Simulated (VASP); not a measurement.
A run of VASP 6.6.1:

INCAR

```
PREC = Accurate
ENCUT = 600
EDIFF = 1E-6
ISMEAR = -1
SIGMA = 0.02
LREAL = False
LASPH = True
NELM = 120
ALGO = Normal
ISIF = 2
LWAVE = False
LCHARG = False
NBANDS = 27
GGA_COMPAT = False
```

Contents of KPOINTS:

```
Automatic mesh
0
Gamma
  6 6 6
```

The input POSCAR:

```
Cu3N
1.0
    3.7214852112      0.0000000000      0.0000000000
    0.0000000000      3.7214852112      0.0000000000
    0.0000000000      0.0000000000      3.7214852112
Cu N
3 1
Direct
    0.5000000000      0.0000000000      0.0000000000
    0.0000000000      0.5000000000      0.0000000000
    0.0000000000      0.0000000000      0.5000000000
    0.0000000000      0.0000000000      0.0000000000
```

Potentials or basis: VASP PAW LDA potentials, release 64 (Cu, N).

The run is started by

```bash
$ cat potpaw_LDA.64/Cu/POTCAR potpaw_LDA.64/N/POTCAR > POTCAR
$ mpirun -np 1 vasp_std > vasp.out
```

Hardware: 1 thread of AMD EPYC 9R45 96-Core Processor (Zen 5), with other jobs on the host.

**Question.** How long does it take, and how much memory?

**Answer.** Run time: 16 s on 1 thread of AMD EPYC 9R45 96-Core Processor (Zen 5) (shared host), peak memory 0.13 GiB. Counts: scf iterations 14, k points 20.
